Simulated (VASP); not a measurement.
# TiHg (P4/mmm) in VASP: further runs

The runs below take TiHg through single point, with LDA.

All numbers are computed with VASP 6.6.1; they aren't measurements. Logs are shortened: lines on timing, memory, paths and dates and some standing lists are left out, and cuts for length are marked.

## (1) The cell of the first run

Symmetry: P4/mmm, No. 123, tetragonal system. Conventional cell: a = 3.049 Å, b = 3.049 Å, c = 4.094 Å, α = 90.00°, β = 90.00°, γ = 90.00°. Ti (site symmetry 4/mmm) has 8 Hg at 2.97 Å and 4 Ti at 3.05 Å within 3.9 Å. Within 3.9 Å of Hg (site symmetry 4/mmm) lie 8 Ti at 2.97 Å and 4 Hg at 3.05 Å.

## (2) Single point, LDA (19.03 Å³/atom)

INCAR reads:

```
SYSTEM = TiHg
PREC = Accurate ; ENCUT = 520
EDIFF = 1E-6 ; ISMEAR = -1
SIGMA = 0.08 ; LREAL = .FALSE.
LASPH = .TRUE. ; NELM = 100
ALGO = Normal ; ISIF = 2
LWAVE = .FALSE. ; LCHARG = .TRUE.
GGA = CA ; LELF = .TRUE.
LVHAR = .TRUE. ; NBANDS = 19
```

KPOINTS reads:

```
regular mesh
0
G
  14 14 10
  0 0 0
```

POSCAR reads:

```
TiHg
1.0
    3.0485966461      0.0000000000      0.0000000000
    0.0000000000      3.0485966461      0.0000000000
    0.0000000000      0.0000000000      4.0941771508
Ti Hg
1 1
Direct
    0.5000000000      0.5000000000      0.5000000000
    0.0000000000      0.0000000000      0.0000000000
```

Potentials or basis: VASP PAW LDA potentials, release 64 (Ti_sv, Hg).

Run with:

```console
> cat potpaw_LDA.64/Ti_sv/POTCAR potpaw_LDA.64/Hg/POTCAR > POTCAR
> mpirun -np 1 vasp_std > vasp.out
```

OUTCAR:

```text
SYSTEM = TiHg
   PREC = Accurate
   ENCUT = 520
   EDIFF = 1E-6
   ISMEAR = -1
   LREAL = .FALSE.
   LASPH = .TRUE.
   NELM = 100
   ISIF = 2
   GGA = CA

 ion  position               nearest neighbor table
   1  0.500  0.500  0.500-   2 2.97   2 2.97   2 2.97   2 2.97   2 2.97   2 2.97   2 2.97   2 2.97

   2  0.000  0.000  0.000-   1 2.97   1 2.97   1 2.97   1 2.97   1 2.97   1 2.97   1 2.97   1 2.97

  LATTYP: Found a simple tetragonal cell.
 ALAT       =     3.0485966461
 C/A-ratio  =     1.3429710867

  Lattice vectors:

 A1 = (   3.0485966461,   0.0000000000,   0.0000000000)
 A2 = (   0.0000000000,   3.0485966461,   0.0000000000)
 A3 = (   0.0000000000,   0.0000000000,   4.0941771508)

Analysis of symmetry for initial positions (statically):
=====================================================================
 Subroutine PRICEL returns:
 Original cell was already a primitive cell.

 Routine SETGRP: Setting up the symmetry group for a
 simple tetragonal supercell.

 Subroutine GETGRP returns: Found 16 space group operations
 (whereof 16 operations were pure point group operations)
 out of a pool of 16 trial point group operations.

The static configuration has the point symmetry D_4h.

Analysis of symmetry for dynamics (positions and initial velocities):
=====================================================================
 Subroutine PRICEL returns:
 Original cell was already a primitive cell.

 Routine SETGRP: Setting up the symmetry group for a
 simple tetragonal supercell.

 Subroutine GETGRP returns: Found 16 space group operations
 (whereof 16 operations were pure point group operations)
 out of a pool of 16 trial point group operations.

The dynamic configuration has the point symmetry D_4h.

 Subroutine INISYM returns: Found 16 space group operations
 (whereof 16 operations are pure point group operations),
 and found     1 'primitive' translations

----------------------------------------------------------------------------------------

                                     Primitive cell

  volume of cell :      38.0510

  direct lattice vectors                    reciprocal lattice vectors
     3.048596646  0.000000000  0.000000000     0.328019780  0.000000000  0.000000000
     0.000000000  3.048596646  0.000000000     0.000000000  0.328019780  0.000000000
     0.000000000  0.000000000  4.094177151     0.000000000  0.000000000  0.244249324

  length of vectors
     3.048596646  3.048596646  4.094177151     0.328019780  0.328019780  0.244249324

  position of ions in fractional coordinates (direct lattice)
     0.500000000  0.500000000  0.500000000
     0.000000000  0.000000000  0.000000000

  ion indices of the primitive-cell ions
   primitive index   ion index
                 1           1
                 2           2

----------------------------------------------------------------------------------------

 KPOINTS: regular mesh

Automatic generation of k-mesh.
 Grid dimensions read from file:
 generate k-points for:   14   14   10

 Generating k-lattice:

  Cartesian coordinates                     Fractional coordinates (reciprocal lattice)
     0.023429984  0.000000000  0.000000000     0.071428571  0.000000000  0.000000000
     0.000000000  0.023429984  0.000000000     0.000000000  0.071428571  0.000000000
     0.000000000  0.000000000  0.024424932     0.000000000  0.000000000  0.100000000

  Length of vectors
     0.023429984  0.023429984  0.024424932

  Shift w.r.t. Gamma in fractional coordinates (k-lattice)
     0.000000000  0.000000000  0.000000000

 Subroutine IBZKPT returns following result:
 ===========================================

 Found    216 irreducible k-points:

 Following reciprocal coordinates:
            Coordinates               Weight
  0.000000  0.000000  0.000000      1.000000
  0.071429  0.000000  0.000000      4.000000
  0.142857  0.000000  0.000000      4.000000
  0.214286  0.000000  0.000000      4.000000
  0.285714  0.000000  0.000000      4.000000
  0.357143  0.000000  0.000000      4.000000
[... 16 lines left out ...]
  0.285714  0.214286  0.000000      8.000000
  0.357143  0.214286  0.000000      8.000000
 [... further k-points ...]
   k-points           NKPTS =    216   k-points in BZ     NKDIM =    216   number of bands    NBANDS=     19
   number of dos      NEDOS =    301   number of ions     NIONS =      2
   total plane-waves  NPLWV =  17280
   dimension x,y,z NGX =    24 NGY =   24 NGZ =   30
   dimension x,y,z NGXF=    48 NGYF=   48 NGZF=   60
   ions per type =               1   1
   NGX,Y,Z   is equivalent  to a cutoff of  13.09, 13.09, 12.18 a.u.
   NGXF,Y,Z  is equivalent  to a cutoff of  26.18, 26.18, 24.36 a.u.
 SYSTEM =  TiHg
   PREC   = accura    normal or accurate (medium, high low for compatibility)
   ISTART =      0    job   : 0-new  1-cont  2-samecut
   ICHARG =      2    charge: 1-file 2-atom 10-const
   ISPIN  =      1    spin polarized calculation?
   LNONCOLLINEAR =      F non collinear calculations
   LSORBIT =      F    spin-orbit coupling
   LASPH  =      T    aspherical Exc in radial PAW
   ENCUT  =  520.0 eV  38.22 Ry    6.18 a.u.   5.67  5.67  7.61*2*pi/ulx,y,z
   NELM   =    100;   NELMIN=  2; NELMDL= -5     # of ELM steps
   EDIFF  = 0.1E-05   stopping-criterion for ELM
   LREAL  =      F    real-space projection
   EDIFFG = 0.1E-04   stopping-criterion for IOM
   NSW    =      0    number of steps for IOM
   IBRION =     -1    ionic relax: 0-MD 1-quasi-New 2-CG
   NFREE  =      0    steps in history (QN), initial steepest desc. (CG)
   ISIF   =      2    stress and relaxation
   ISYM   =      2    0-nonsym 1-usesym 2-fastsym
   POTIM  = 0.5000    time-step for ionic-motion
   TEBEG  =    0.0;   TEEND  =   0.0 temperature during run
   PSTRESS=    0.0 pullay stress
   NELECT =      24.0000    total number of electrons
   NUPDOWN=      -1.0000    fix difference up-down
   EMIN   =  10.00;   EMAX   =-10.00  energy-range for DOS
   EFERMI =   0.00;   METHOD = LEGACY
   ISMEAR =    -1;   SIGMA  =   0.08  broadening in eV -4-tet -1-fermi 0-gaus
   EFERMI_NEDOS =   21; number of points for ismear=-14 and -15
   IALGO  =     38    algorithm
   IMIX   =      4    mixing-type and parameters
     AMIX     =   0.40;   BMIX     =  1.00
     AMIX_MAG =   1.60;   BMIX_MAG =  1.00
  volume/ion in A,a.u.               =      19.03       128.39
  Fermi-wavevector in a.u.,A,eV,Ry     =   1.403965  2.653110 26.818698  1.971119
  Thomas-Fermi vector in A             =   2.526574
   LORBIT       =      0    0 simple, 1 ext, 2 COOP (PROOUT), +10 PAW based schemes
   GGA     = CA    functional components
   LHFCALC =     F    Hartree Fock is set to
   AEXX    =    0.0000 exact exchange contribution
   IVDW    =     0    specifies the selected vdW correction
   LEPSILON=     F    determine dielectric tensor
   LRPA    =     F    only Hartree local field effects (RPA)
 non-spin polarized calculation
  energy-cutoff  :      520.00
  volume of cell :       38.05
 maximum number of plane-waves:      1046
 NGX is ok and might be reduce to    24
   NGX = 11   NGY = 11   NGZ = 15

 number of electron      24.0000012 magnetization

 Free energy of the ion-electron system (eV)
  ---------------------------------------------------
  ext. energy  EPLUGINS =         0.00000000
  ---------------------------------------------------
  free energy    TOTEN  =        -9.76448868 eV

  energy without entropy =       -9.70510102  energy(sigma->0) =       -9.73479485

 E-fermi :   5.8346     XC(G=0): -11.8682

 val. band max:        5.8333929487   @ k =   0.5000   0.1429   0.0000
 cond. band min:       5.8371862209   @ k =   0.2857   0.0714   0.5000
 fundamental gap:      0.0037932722
 Fermi energy:         5.8345954917

 k-point     1 :       0.0000    0.0000    0.0000
  band No.  band energies     occupation
      1     -50.6140      2.00000
      2     -27.3770      2.00000
      3     -27.0590      2.00000
      4     -27.0590      2.00000
      5      -3.2812      2.00000
      6      -2.5259      2.00000
[... 11 lines left out ...]
     18      14.2654      0.00000
     19      14.2654      0.00000

 k-point     2 :       0.0714    0.0000    0.0000
  band No.  band energies     occupation
      1     -50.6128      2.00000
      2     -27.3758      2.00000
      3     -27.0709      2.00000
      4     -27.0580      2.00000
      5      -3.1802      2.00000
      6      -2.4806      2.00000
[... 11 lines left out ...]
     18      13.8754      0.00000
     19      14.4580      0.00000

 k-point     3 :       0.1429    0.0000    0.0000
  band No.  band energies     occupation
      1     -50.6094      2.00000
      2     -27.3727      2.00000
      3     -27.1041      2.00000
      4     -27.0553      2.00000
      5      -2.9175      2.00000
      6      -2.3141      2.00000
[... 11 lines left out ...]
     18      13.4670      0.00000
     19      15.0050      0.00000

 k-point     4 :       0.2143    0.0000    0.0000
  band No.  band energies     occupation
      1     -50.6045      2.00000
      2     -27.3681      2.00000
      3     -27.1519      2.00000
      4     -27.0513      2.00000
      5      -2.6483      2.00000
      6      -1.9002      2.00000
[... 11 lines left out ...]
     18      13.3133      0.00000
     19      15.8383      0.00000

 k-point     5 :       0.2857    0.0000    0.0000
  band No.  band energies     occupation
      1     -50.5991      2.00000
      2     -27.3630      2.00000
      3     -27.2045      2.00000
      4     -27.0469      2.00000
      5      -2.4771      2.00000
      6      -1.6751      2.00000
[... 11 lines left out ...]
     18      13.2553      0.00000
     19      16.8866      0.00000

 k-point     6 :       0.3571    0.0000    0.0000
  band No.  band energies     occupation
      1     -50.5942      2.00000
      2     -27.3584      2.00000
      3     -27.2516      2.00000
      4     -27.0430      2.00000
      5      -2.3661      2.00000
      6      -1.7454      2.00000
[... 11 lines left out ...]
     18      13.2887      0.00000
     19      17.3931      0.00000

 k-point     7 :       0.4286    0.0000    0.0000
  band No.  band energies     occupation
      1     -50.5908      2.00000
      2     -27.3552      2.00000
      3     -27.2840      2.00000
      4     -27.0402      2.00000
      5      -2.2989      2.00000
      6      -1.8468      2.00000
[... 11 lines left out ...]
     18      13.5096      0.00000
     19      16.2993      0.00000

 k-point     8 :       0.5000    0.0000    0.0000
  band No.  band energies     occupation
      1     -50.5896      2.00000
      2     -27.3540      2.00000
      3     -27.2955      2.00000
      4     -27.0393      2.00000
      5      -2.2760      2.00000
      6      -1.8823      2.00000
[... 256 lines left out ...]
 k-point    20 :       0.4286    0.1429    0.0000
  band No.  band energies     occupation
      1     -50.5864      2.00000
      2     -27.3502      2.00000
      3     -27.2780      2.00000
      4     -27.0830      2.00000
      5      -1.9308      2.00000
      6      -1.8617      2.00000
[... 11 lines left out ...]
     18      13.6427      0.00000
     19      16.2883      0.00000

 k-point    21 :       0.5000    0.1429    0.0000
  band No.  band energies     occupation
      1     -50.5852      2.00000
      2     -27.3490      2.00000
      3     -27.2895      2.00000
      4     -27.0819      2.00000
      5      -1.9036      2.00000
      6      -1.8985      2.00000
[... 11 lines left out ...]
     18      14.5212      0.00000
     19      15.4806      0.00000

 k-point    22 :       0.2143    0.2143    0.0000
  band No.  band energies     occupation
      1     -50.5952      2.00000
      2     -27.3586      2.00000
      3     -27.1455      2.00000
      4     -27.1389      2.00000
      5      -1.8074      2.00000
      6      -1.7730      2.00000
[... 11 lines left out ...]
     18      11.4776      0.00000
     19      14.0621      0.00000

 k-point    23 :       0.2857    0.2143    0.0000
  band No.  band energies     occupation
      1     -50.5898      2.00000
      2     -27.3532      2.00000
      3     -27.1940      2.00000
      4     -27.1365      2.00000
      5      -1.7804      2.00000
      6      -1.6150      2.00000
[... 11 lines left out ...]
     18      11.9228      0.00000
     19      14.2235      0.00000

 k-point    24 :       0.3571    0.2143    0.0000
  band No.  band energies     occupation
      1     -50.5850      2.00000
      2     -27.3483      2.00000
      3     -27.2400      2.00000
      4     -27.1317      2.00000
      5      -1.8106      2.00000
      6      -1.7682      2.00000
[... 11 lines left out ...]
     18      12.7843      0.00000
     19      14.5872      0.00000

 [... further k-points ...]

------------------------ aborting loop because EDIFF is reached ----------------------------------------

  FORCE on cell =-STRESS in cart. coord.  units (eV):
  Direction    XX          YY          ZZ          XY          YZ          ZX
  --------------------------------------------------------------------------------------
  -------------------------------------------------------------------------------------
  Total       -2.2928290     -2.2928290     -2.2109864      0.0000000     -0.0000000      0.0000000
  in kB      -96.5418640    -96.5418640    -93.0958019      0.0000000     -0.0000000      0.0000000
  external PRESSURE =     -95.3931766 kB  Pullay stress =       0.0000000 kB

 VOLUME and BASIS-vectors are now :
 -----------------------------------------------------------------------------
  energy-cutoff  :      520.00
  volume of cell :       38.05
      direct lattice vectors                 reciprocal lattice vectors
     3.048596646  0.000000000  0.000000000     0.328019780  0.000000000  0.000000000
     0.000000000  3.048596646  0.000000000     0.000000000  0.328019780  0.000000000
     0.000000000  0.000000000  4.094177151     0.000000000  0.000000000  0.244249324

 POSITION                                       TOTAL-FORCE (eV/Angst)
 -----------------------------------------------------------------------------------
      1.52430      1.52430      2.04709         0.000000      0.000000      0.000000
      0.00000      0.00000      0.00000         0.000000      0.000000      0.000000
 -----------------------------------------------------------------------------------
    total drift:                                0.000000      0.000000     -0.000000

  FREE ENERGIE OF THE ION-ELECTRON SYSTEM (eV)
  ---------------------------------------------------
  free  energy   TOTEN  =        -9.7644886817 eV

  energy  without entropy=       -9.7051010212  energy(sigma->0) =       -9.73479485
```

It took 38 s on 1 thread of Intel Xeon 6975P-C (Granite Rapids), shared host; peak memory 0.26 GiB.

Results:

```
Free energy            : -9.7645 eV
Pressure               : -9.5 GPa
Band gap on the k mesh : zero (bands 12 and 13 overlap by 1.03 eV)
```

Levels at points of the mesh, in eV from the Fermi level:
```
           k point  band 9  band 10  band 11  band 12  band 13  band 14  band 15  band 16
(0.00, 0.00, 0.00)   -6.92    -6.47    -0.43    -0.32     1.23     1.82     1.82     2.32
(0.50, 0.00, 0.00)   -6.75    -3.62    -3.54    -0.99    -0.39     1.09     1.65     3.39
(0.50, 0.50, 0.00)   -5.80    -2.16     0.31     0.31     1.09     1.09     1.27     3.02
(0.00, 0.00, 0.50)   -6.46    -6.34    -4.52    -0.68     0.70     1.14     1.14     2.26
(0.50, 0.00, 0.50)   -6.78    -3.62    -1.60    -0.71    -0.27     1.52     1.82     1.85
(0.50, 0.50, 0.50)   -5.80    -1.95    -1.60    -1.60     1.01     1.51     3.02     5.56
```

Caveat: the cell stands under tension; spin-orbit coupling is left out, which moves the levels of the heavy elements.

## (3) Single point, LDA (equal xx and yy strain of +2 %)

INCAR reads:

```
PREC = Accurate
ENCUT = 520
EDIFF = 1E-6
ISMEAR = -1
SIGMA = 0.08
LREAL = F
LASPH = T
NELM = 100
ALGO = Normal
ISIF = 2
LWAVE = F
LCHARG = F
GGA = CA
NBANDS = 19
```

KPOINTS reads:

```
Automatic mesh
0
Gamma
  14 14 10
```

POSCAR reads:

```
TiHg
1.0
    3.0691800000      0.0000000000      0.0000000000
    0.0000000000      3.0691800000      0.0000000000
    0.0000000000      0.0000000000      4.0410000000
Ti Hg
1 1
Direct
    0.5000000000      0.5000000000      0.5000000000
    0.0000000000      0.0000000000      0.0000000000
```

Potentials or basis: VASP PAW LDA potentials, release 64 (Ti_sv, Hg).

Run with:

```console
> cat potpaw_LDA.64/Ti_sv/POTCAR potpaw_LDA.64/Hg/POTCAR > POTCAR
> mpirun -np 1 vasp_std > vasp.out
```

Wall time 36 s (1 thread of Intel Xeon 6975P-C (Granite Rapids), shared host); peak memory 0.26 GiB.

It converged, with:

```yaml
Free_energy: -9.7613 eV
Pressure: -9.5 GPa
Band_gap_on_the_k_mesh: zero (bands 12 and 13 overlap by 0.99 eV)
```

Stress tensor (GPa, compression positive):
```
-9.85  0.00  0.00
 0.00 -9.85  0.00
 0.00  0.00 -8.76
```

Levels at points of the mesh, in eV from the Fermi level:
| k point | band 8 | band 9 | band 10 | band 11 | band 12 | band 13 | band 14 | band 15 | band 16 | band 17 |
| --- | --- | --- | --- | --- | --- | --- | --- | --- | --- | --- |
| (0.00, 0.00, 0.00) | -6.93 | -6.93 | -6.51 | -0.40 | -0.26 | 1.46 | 1.81 | 1.81 | 2.26 | 7.30 |
| (0.50, 0.00, 0.00) | -7.10 | -6.77 | -3.65 | -3.63 | -0.92 | -0.39 | 1.04 | 1.61 | 3.33 | 7.92 |
| (0.50, 0.50, 0.00) | -7.34 | -5.85 | -2.25 | 0.22 | 0.22 | 1.12 | 1.12 | 1.22 | 2.95 | 3.90 |
| (0.00, 0.00, 0.50) | -6.90 | -6.49 | -6.26 | -4.48 | -0.67 | 0.80 | 1.08 | 1.08 | 2.20 | 11.70 |
| (0.50, 0.00, 0.50) | -6.91 | -6.75 | -3.67 | -1.57 | -0.73 | -0.24 | 1.51 | 1.82 | 1.83 | 3.41 |
| (0.50, 0.50, 0.50) | -6.62 | -5.85 | -1.95 | -1.64 | -1.64 | 0.89 | 1.55 | 2.95 | 5.63 | 5.63 |

Caveat: the cell differs from its parent crystal (equal xx and yy strain of +2 %); the cell stands under tension; spin-orbit coupling is left out, which moves the levels of the heavy elements.
